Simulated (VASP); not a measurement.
Wanted: the native input for a VASP 6.6.1 run.

* Task: single point
* Functional: r2SCAN
* Potentials or basis: VASP PAW PBE potentials, release 64 (Na_pv, Cl)
* Cutoff: 520 eV
* k mesh: 8 × 8 × 8
* Occupations: gaussian, width 0.01 eV
* Spin: no spin polarisation
* Dipole correction: no
* Further INCAR settings: ALGO = Normal; EDIFF = 1e-06; NBANDS = 14

Crystal: NaCl.

```
CELL_PARAMETERS angstrom
0.00000 2.80270 2.80270
2.80270 0.00000 2.80270
2.80270 2.80270 0.00000
ATOMIC_POSITIONS crystal
Na 0.00000 0.00000 0.00000
Cl 0.50000 0.50000 0.50000
```

The input as run:

POSCAR

```
NaCl
1.0
    0.0000000000      2.8026987877      2.8026987877
    2.8026987877      0.0000000000      2.8026987877
    2.8026987877      2.8026987877      0.0000000000
Na Cl
1 1
Direct
    0.0000000000      0.0000000000      0.0000000000
    0.5000000000      0.5000000000      0.5000000000
```

INCAR.step1

```
SYSTEM = NaCl
  ALGO = Normal
  EDIFF = 1E-4
  ENCUT = 520
  GGA = PE
  ISMEAR = 0
  LASPH = .TRUE.
  LCHARG = .FALSE.
  LREAL = .FALSE.
  LWAVE = .TRUE.
  NBANDS = 14
  NELM = 60
  PREC = Accurate
  SIGMA = 0.01
```

INCAR.step2

```
SYSTEM = NaCl
  ALGO = Normal
  EDIFF = 1E-6
  ENCUT = 520
  ISIF = 2
  ISMEAR = 0
  ISTART = 1
  LASPH = .TRUE.
  LCHARG = .FALSE.
  LMIXTAU = .TRUE.
  LREAL = .FALSE.
  LWAVE = .FALSE.
  METAGGA = R2SCAN
  NBANDS = 14
  NELM = 60
  PREC = Accurate
  SIGMA = 0.01
```

KPOINTS

```
k-points
0
G
  8 8 8
  0 0 0
```

Potentials or basis: VASP PAW PBE potentials, release 64 (Na_pv, Cl).

Command:

```console
$ cat potpaw_PBE.64/Na_pv/POTCAR potpaw_PBE.64/Cl/POTCAR > POTCAR
$ cp INCAR.step1 INCAR
$ mpirun -np 1 vasp_std > vasp.out
$ cp INCAR.step2 INCAR
$ mpirun -np 1 vasp_std > vasp.out
```

Results of the run:

| Property | Result |
| --- | --- |
| Pressure | -0.1 GPa |
| Band gap on the k mesh | 6.00 eV |

Caveat: the PAW data sets were made with another functional, which shifts forces and pressure a little.

Run time: 2.2 min on 1 thread of AMD EPYC 7R43 64-Core Processor (Zen 3) (shared host), peak memory 0.13 GiB.
